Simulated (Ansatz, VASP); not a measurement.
Nb in VASP and in Ansatz

The input INCAR:

```
PREC = Accurate ; ENCUT = 520
EDIFF = 1E-6 ; ISMEAR = -1
SIGMA = 0.03 ; LREAL = F
LASPH = T ; NELM = 60
ALGO = Normal ; ISIF = 2
LWAVE = F ; LCHARG = F
GGA = PE ; NBANDS = 12
```

Contents of KPOINTS:

```
Automatic mesh
0
Gamma
  15 15 15
```

File POSCAR:

```
Nb
1.0
   -1.6777022765      1.6777022765      1.6777022765
    1.6777022765     -1.6777022765      1.6777022765
    1.6777022765      1.6777022765     -1.6777022765
Nb
1
Direct
    0.0000000000      0.0000000000      0.0000000000
```

Input for Ansatz:

```yaml
crystal:
  lattice:
    - [-1.6777022765, 1.6777022765, 1.6777022765]
    - [1.6777022765, -1.6777022765, 1.6777022765]
    - [1.6777022765, 1.6777022765, -1.6777022765]
  atoms:
    - { symbol: Nb, position: [0.0, 0.0, 0.0] }
kpoints:
  mp_grid: { grid: [15, 15, 15] }
scf:
  occupations: { method: fermi_dirac, width: 0.03 }
hamiltonian:
  xc: pbe
  pseudopotentials: { kind: all_electron, lapw: { basis_error: 0.001 } }
output:
  forces: true
  stress: true
  eigenvalues: true
```

Change from the starting cell: volume scaled by 1.025.

Alike in both runs: task single point; functional PBE; k mesh 15 × 15 × 15; occupations fermi-dirac, width 0.03 eV; no spin polarisation.

|  | VASP | Ansatz |
| --- | --- | --- |
| version | VASP 6.6.1 | Ansatz 0.2.0 |
| potentials or method | VASP PAW PBE potentials, release 64 (Nb_sv), cutoff 520 eV | all-electron LAPW, scalar-relativistic |

VASP gave:

| Item | Value |
| --- | --- |
| pressure (GPa) | -6.6 |

Question: Estimate Ansatz's values.

Answer: Pressure (GPa): -6.3.

Ansatz ran all-electron here, and VASP with PAW potentials.
